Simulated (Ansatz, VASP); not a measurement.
**Two plane-wave programs on AlFe**

File INCAR:

```
SYSTEM = AlFe
PREC = Accurate
ENCUT = 520
EDIFF = 1E-7
ISMEAR = 0
SIGMA = 0.1
LREAL = .FALSE.
LASPH = .TRUE.
NELM = 150
ALGO = Fast
ISIF = 2
LWAVE = .FALSE.
LCHARG = .FALSE.
ISPIN = 2
MAGMOM = 0 0.75
LORBIT = 11
LMAXMIX = 4
GGA = PS
NBANDS = 16
```

KPOINTS

```
regular mesh
0
G
  14 14 14
  0 0 0
```

Contents of POSCAR:

```
AlFe
1.0
    2.8731783711      0.0000000000      0.0000000000
    0.0000000000      2.8731783711      0.0000000000
    0.0000000000      0.0000000000      2.8731783711
Al Fe
1 1
Direct
    0.0000000000      0.0000000000      0.0000000000
    0.5000000000      0.5000000000      0.5000000000
```

Input for Ansatz:

```yaml
crystal:
  lattice:
    - [2.8731783711, 0.0, 0.0]
    - [0.0, 2.8731783711, 0.0]
    - [0.0, 0.0, 2.8731783711]
  atoms:
    - { symbol: Al, position: [0.0, 0.0, 0.0] }
    - { symbol: Fe, position: [0.5, 0.5, 0.5], spin: 0.75 }
basis:
  ecutwfc: 420
kpoints:
  mp_grid: { grid: [14, 14, 14] }
hamiltonian:
  xc: pbesol
scf:
  occupations: { method: gaussian, width: 0.1 }
output:
  forces: true
  stress: true
  eigenvalues: true
  populations: true
magnetization:
  spin_polarized: true
```

Alike in both runs: task single point; functional PBEsol; k mesh 14 × 14 × 14; occupations gaussian, width 0.1 eV; collinear spin.

|  | VASP | Ansatz |
| --- | --- | --- |
| version | VASP 6.6.1 | Ansatz 0.2.0 |
| potentials or method | VASP PAW PBE potentials, release 64 (Al, Fe), cutoff 520 eV | scalar-relativistic, plane waves, PAW |
| valence electrons in the cell | 11 | 19 |

VASP gave:

| Quantity | Value |
| --- | --- |
| gap on the k mesh at the Fermi level (eV) | none |
| pressure (GPa) | -5.1 |
| net moment per atom (μB) | 0.34 |
| size of the moment on the site where the two differ most (μB) | 0.71 |

Q: Which values does Ansatz return?

A: gap on the k mesh at the Fermi level (eV): none; pressure (GPa): -5.3; net moment per atom (μB): 0.34; size of the moment on the site where the two differ most (μB): 0.70.

VASP's potentials were made for PBE, not for PBEsol. Site moments also hang on the region over which each program counts them. A gap of «none» marks a metal or a gap that the smearing closes. VASP's potentials hold 11 valence electrons a cell and Ansatz's 19, so a difference there can come from the potentials and not from the codes.
